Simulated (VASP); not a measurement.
Here is a VASP 6.6.1 calculation.

File INCAR:

```
ALGO     = Normal         # electronic algorithm
EDIFF    = 1E-6           # SCF threshold, eV
ENCUT    = 500            # plane-wave cutoff, eV
GGA      = PS             # functional
GGA_COMPAT= False        
ISIF     = 2              # what is computed and relaxed
ISMEAR   = -1             # smearing method
LASPH    = True           # aspherical terms in the spheres
LCHARG   = True           # write CHGCAR
LELF     = True           # ELF
LREAL    = False          # projectors in reciprocal space
LVHAR    = True         
LWAVE    = False          # write WAVECAR
NBANDS   = 12             # bands
NELM     = 120            # most SCF steps
PREC     = Accurate       # precision mode
SIGMA    = 0.1            # smearing width, eV
```

File KPOINTS:

```
k-points
0
Gamma
  8 8 8
```

Contents of POSCAR:

```
Tc
1.0
    0.0000000000      1.9175859439      1.9175859439
    1.9175859439      0.0000000000      1.9175859439
    1.9175859439      1.9175859439      0.0000000000
Tc
1
Direct
    0.0000000000      0.0000000000      0.0000000000
```

Potentials or basis: VASP PAW PBE potentials, release 64 (Tc_pv).

The run is started by

```bash
$ cat potpaw_PBE.64/Tc_pv/POTCAR > POTCAR
$ mpirun -np 1 vasp_std > vasp.out
```

(1) Predict the pressure.

(2) Estimate the band gap on the k mesh.

Answers

(1) -0.8 GPa.

(2) zero (an odd number of electrons rules out a gap without spin polarisation).

Caveat: the PAW data sets were made with another functional, which shifts forces and pressure a little.
